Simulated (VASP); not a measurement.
# Sr (P6_3/mmc) in VASP: single point with PBE

Aim: the single point of Sr with PBE.

Everything below comes from runs of VASP 6.6.1. Logs are shortened: lines on timing, memory, paths and dates and some standing lists are left out, and cuts for length are marked.

## 1. The cell of the first run

The structure is hexagonal, space group P6_3/mmc (No. 194). Conventional cell: a = 4.268 Å, b = 4.268 Å, c = 7.013 Å, α = 90.00°, β = 90.00°, γ = 120.00°. Sr (site symmetry -6m2) has 12 Sr at 4.27 to 4.29 Å within 5.6 Å.

## 2. Single point, PBE

File INCAR:

```
  PREC = Accurate
  ENCUT = 520
  EDIFF = 1E-7
  ISMEAR = 0
  SIGMA = 0.1
  LREAL = F
  LASPH = T
  NELM = 60
  ALGO = Fast
  ISIF = 2
  LWAVE = F
  LCHARG = F
  GGA = PE
  NBANDS = 17
```

File KPOINTS:

```
Automatic mesh
0
Gamma
  12 12 6
```

File POSCAR:

```
Sr
1.0
    4.2680494558     -0.0000002864      0.0000000000
   -2.1340244799      3.6962393965      0.0000000000
    0.0000000000      0.0000000000      7.0127032258
Sr
2
Direct
    0.0000000000      0.0000000000      0.0000000000
    0.3333333333      0.6666666667      0.5000000000
```

Potentials or basis: VASP PAW PBE potentials, release 64 (Sr_sv).

Launch:

```bash
$ cat potpaw_PBE.64/Sr_sv/POTCAR > POTCAR
$ mpirun -np 1 vasp_std > vasp.out
```

OUTCAR:

```text
PREC = Accurate
   ENCUT = 520
   EDIFF = 1E-7
   ISMEAR = 0
   LREAL = F
   LASPH = T
   NELM = 60
   ISIF = 2
   GGA = PE

 ion  position               nearest neighbor table
   1  0.000  0.000  0.000-   2 4.29   2 4.29   2 4.29   2 4.29   2 4.29   2 4.29
   2  0.333  0.667  0.500-   1 4.29   1 4.29   1 4.29   1 4.29   1 4.29   1 4.29

  LATTYP: Found a hexagonal cell.
 ALAT       =     4.2680494558
 C/A-ratio  =     1.6430698141

  Lattice vectors:

 A1 = (   4.2680494558,  -0.0000002864,   0.0000000000)
 A2 = (  -2.1340244799,   3.6962393965,   0.0000000000)
 A3 = (   0.0000000000,   0.0000000000,   7.0127032258)

Analysis of symmetry for initial positions (statically):
=====================================================================
 Subroutine PRICEL returns:
 Original cell was already a primitive cell.

 Routine SETGRP: Setting up the symmetry group for a
 hexagonal supercell.

 Subroutine GETGRP returns: Found 24 space group operations
 (whereof 12 operations were pure point group operations)
 out of a pool of 24 trial point group operations.

The static configuration has the point symmetry D_3h.
 The point group associated with its full space group is D_6h.

Analysis of symmetry for dynamics (positions and initial velocities):
=====================================================================
 Subroutine PRICEL returns:
 Original cell was already a primitive cell.

 Routine SETGRP: Setting up the symmetry group for a
 hexagonal supercell.

 Subroutine GETGRP returns: Found 24 space group operations
 (whereof 12 operations were pure point group operations)
 out of a pool of 24 trial point group operations.

The dynamic configuration has the point symmetry D_3h.
 The point group associated with its full space group is D_6h.

 Subroutine INISYM returns: Found 24 space group operations
 (whereof 12 operations are pure point group operations),
 and found     1 'primitive' translations

----------------------------------------------------------------------------------------

                                     Primitive cell

  volume of cell :     110.6305

  direct lattice vectors                    reciprocal lattice vectors
     4.268049456 -0.000000286  0.000000000     0.234299075  0.135272613  0.000000000
    -2.134024480  3.696239397  0.000000000     0.000000018  0.270545257  0.000000000
[... 78 lines left out ...]
   ICHARG =      2    charge: 1-file 2-atom 10-const
   ISPIN  =      1    spin polarized calculation?
   LNONCOLLINEAR =      F non collinear calculations
   LSORBIT =      F    spin-orbit coupling
   LASPH  =      T    aspherical Exc in radial PAW
   ENCUT  =  520.0 eV  38.22 Ry    6.18 a.u.   7.94  7.94 13.04*2*pi/ulx,y,z
   NELM   =     60;   NELMIN=  2; NELMDL= -5     # of ELM steps
   EDIFF  = 0.1E-06   stopping-criterion for ELM
   LREAL  =      F    real-space projection
   EDIFFG = 0.1E-05   stopping-criterion for IOM
   NSW    =      0    number of steps for IOM
   IBRION =     -1    ionic relax: 0-MD 1-quasi-New 2-CG
   NFREE  =      0    steps in history (QN), initial steepest desc. (CG)
   ISIF   =      2    stress and relaxation
   ISYM   =      2    0-nonsym 1-usesym 2-fastsym
   POTIM  = 0.5000    time-step for ionic-motion
   TEBEG  =    0.0;   TEEND  =   0.0 temperature during run
   PSTRESS=    0.0 pullay stress
   NELECT =      20.0000    total number of electrons
   NUPDOWN=      -1.0000    fix difference up-down
   EMIN   =  10.00;   EMAX   =-10.00  energy-range for DOS
   EFERMI =   0.00;   METHOD = LEGACY
   ISMEAR =     0;   SIGMA  =   0.10  broadening in eV -4-tet -1-fermi 0-gaus
   EFERMI_NEDOS =   21; number of points for ismear=-14 and -15
   IALGO  =     68    algorithm
   IMIX   =      4    mixing-type and parameters
     AMIX     =   0.40;   BMIX     =  1.00
     AMIX_MAG =   1.60;   BMIX_MAG =  1.00
  volume/ion in A,a.u.               =      55.32       373.29
  Fermi-wavevector in a.u.,A,eV,Ry     =   0.925678  1.749277 11.658551  0.856879
  Thomas-Fermi vector in A             =   2.051558
   LORBIT       =      0    0 simple, 1 ext, 2 COOP (PROOUT), +10 PAW based schemes
   GGA     = PE    functional components
   LHFCALC =     F    Hartree Fock is set to
   AEXX    =    0.0000 exact exchange contribution
   IVDW    =     0    specifies the selected vdW correction
   LEPSILON=     F    determine dielectric tensor
   LRPA    =     F    only Hartree local field effects (RPA)
 non-spin polarized calculation
 RMM-DIIS sequential band-by-band and
 Gauss-broadening in eV      SIGMA  =   0.10
  energy-cutoff  :      520.00
  volume of cell :      110.63
 maximum number of plane-waves:      3006
 NGX is ok and might be reduce to    32
   NGX = 15   NGY = 15   NGZ = 27

 number of electron      20.0000000 magnetization

 Free energy of the ion-electron system (eV)
  ---------------------------------------------------
  ext. energy  EPLUGINS =         0.00000000
  ---------------------------------------------------
  free energy    TOTEN  =        -3.27470413 eV

  energy without entropy =       -3.26216604  energy(sigma->0) =       -3.26843508

 E-fermi :   1.5835     XC(G=0):  -7.3330

 val. band max:        1.5813579879   @ k =   0.1667   0.1667   0.0000
 cond. band min:       1.5884633381   @ k =   0.0833   0.0000   0.0000
 fundamental gap:      0.0071053503
 Fermi energy:         1.5834939665

 k-point     1 :       0.0000    0.0000    0.0000
  band No.  band energies     occupation
      1     -35.0623      2.00000
      2     -35.0492      2.00000
      3     -17.1374      2.00000
      4     -16.9777      2.00000
      5     -16.9777      2.00000
      6     -16.9522      2.00000
[... 457 lines left out ...]
      4     -17.0736      2.00000
      5     -17.0564      2.00000
      6     -17.0085      2.00000
[... 9 lines left out ...]
     16       5.0587      0.00000
     17       5.1563      0.00000

 [... further k-points ...]
[... 5 lines left out ...]
  --------------------------------------------------------------------------------------
  -------------------------------------------------------------------------------------
  Total        0.0053383      0.0053383      0.0076932     -0.0000000      0.0000000      0.0000000
  in kB        0.0773108      0.0773108      0.1114154     -0.0000000      0.0000000      0.0000000
  external PRESSURE =       0.0886790 kB  Pullay stress =       0.0000000 kB

 VOLUME and BASIS-vectors are now :
 -----------------------------------------------------------------------------
  energy-cutoff  :      520.00
  volume of cell :      110.63
      direct lattice vectors                 reciprocal lattice vectors
     4.268049456 -0.000000286  0.000000000     0.234299075  0.135272613  0.000000000
    -2.134024480  3.696239397  0.000000000     0.000000018  0.270545257  0.000000000
     0.000000000  0.000000000  7.012703226     0.000000000  0.000000000  0.142598363

 POSITION                                       TOTAL-FORCE (eV/Angst)
 -----------------------------------------------------------------------------------
      0.00000      0.00000      0.00000         0.000000     -0.000000      0.000000
      0.00000      2.46416      3.50635        -0.000000      0.000000      0.000000
 -----------------------------------------------------------------------------------
    total drift:                                0.000000     -0.000000     -0.000000

  FREE ENERGIE OF THE ION-ELECTRON SYSTEM (eV)
  ---------------------------------------------------
  free  energy   TOTEN  =        -3.2747041250 eV

  energy  without entropy=       -3.2621660435  energy(sigma->0) =       -3.26843508
```

stdout:

```text
POSCAR found type information on POSCAR Sr
 POSCAR found :  1 types and       2 ions
[... 13 lines left out ...]
 num prob  num prob  num prob  num prob  num prob  num prob  num prob  num prob  num prob  num prob  num prob  num prob  num prob  num prob  num prob  num prob RMM:  17    -0.327470399147E+01   -0.25207E-06   -0.26095E-07  2794   0.216E-03    0.810E-04
 num prob  num prob  num prob  num prob  num prob  num prob  num prob  num prob WARNING in EDDRMM: call to ZHEGV failed, returncode =   6  3     12
 num prob RMM:  18    -0.327470413033E+01   -0.13886E-06   -0.15430E-07  2433   0.169E-03    0.164E-04
 num prob  num prob  num prob  num prob  num prob  num prob  num prob  num prob  num prob  num prob  num prob  num prob  num prob  num prob  num prob  num prob  num prob  num prob  num prob  num prob  num prob  num prob  num prob  num prob  num prob  num prob  num prob  num prob RMM:  19    -0.327470412505E+01    0.52764E-08   -0.62794E-08  2087   0.111E-03
```

Run time: 2 min. Hardware: 1 thread of Intel Xeon Platinum 8488C (Sapphire Rapids), shared host; peak memory 0.3 GiB.

Results:

```yaml
Free_energy: -3.2747 eV
Pressure: 0.0 GPa
Band_gap_on_the_k_mesh: zero (band 10 reaches 1.74 eV, above the bottom of band 11 at 1.47 eV)
```

Levels at points of the mesh, in eV from the Fermi level:
| k point | band 6 | band 7 | band 8 | band 9 | band 10 | band 11 | band 12 | band 13 | band 14 | band 15 |
| --- | --- | --- | --- | --- | --- | --- | --- | --- | --- | --- |
| (0.00, 0.00, 0.00) | -18.54 | -18.54 | -18.53 | -3.66 | -1.16 | 0.01 | 2.25 | 2.28 | 2.28 | 2.68 |
| (0.50, 0.00, 0.00) | -18.61 | -18.58 | -18.56 | -1.12 | -0.55 | 0.06 | 0.23 | 1.28 | 1.85 | 2.19 |
| (0.00, 0.00, 0.50) | -18.55 | -18.55 | -18.55 | -2.73 | -2.73 | 1.24 | 1.24 | 2.28 | 2.28 | 2.28 |
| (0.50, 0.00, 0.50) | -18.58 | -18.58 | -18.58 | -0.82 | -0.82 | 0.23 | 0.23 | 1.30 | 1.30 | 2.97 |
